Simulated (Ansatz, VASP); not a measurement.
**One calculation of Si3WN, two programs**

```
CELL_PARAMETERS angstrom
3.94666 0.00000 0.00000
0.00000 3.94666 0.00000
0.00000 0.00000 3.94666
ATOMIC_POSITIONS crystal
Si 0.00000 0.50000 0.50000
Si 0.50000 0.50000 0.00000
Si 0.50000 0.00000 0.50000
W 0.00000 0.00000 0.00000
N 0.50000 0.50000 0.50000
```

Change from the starting cell: species swapped into the Sc3SnC type (Pm-3m, No. 221).

Alike in both runs: functional PBE; k mesh 4 × 4 × 4; occupations gaussian, width 0.1 eV; no spin polarisation.

Ansatz relaxed the structure, and its values are those at the end. VASP's run is a single point on that final structure, the one shown.

|  | VASP | Ansatz |
| --- | --- | --- |
| version | VASP 6.6.1 | Ansatz 0.2.0 |
| potentials or method | VASP PAW PBE potentials, release 64 (Si, W_sv, N), cutoff 520 eV | scalar-relativistic, plane waves, PAW |
| valence electrons in the cell | 31 | 31 |

```csv
,VASP,Ansatz,Ansatz less VASP
gap on the k mesh at the Fermi level (eV),none,none,-
pressure (GPa),0.4,0.3,-0.09
```

A gap of «none» marks a metal or a gap that the smearing closes. With one functional, cell and mesh, what is left measures potentials, basis and numerics.

The k mesh is coarse, so the values compare programs but aren't converged. Neither program's run includes spin-orbit coupling.
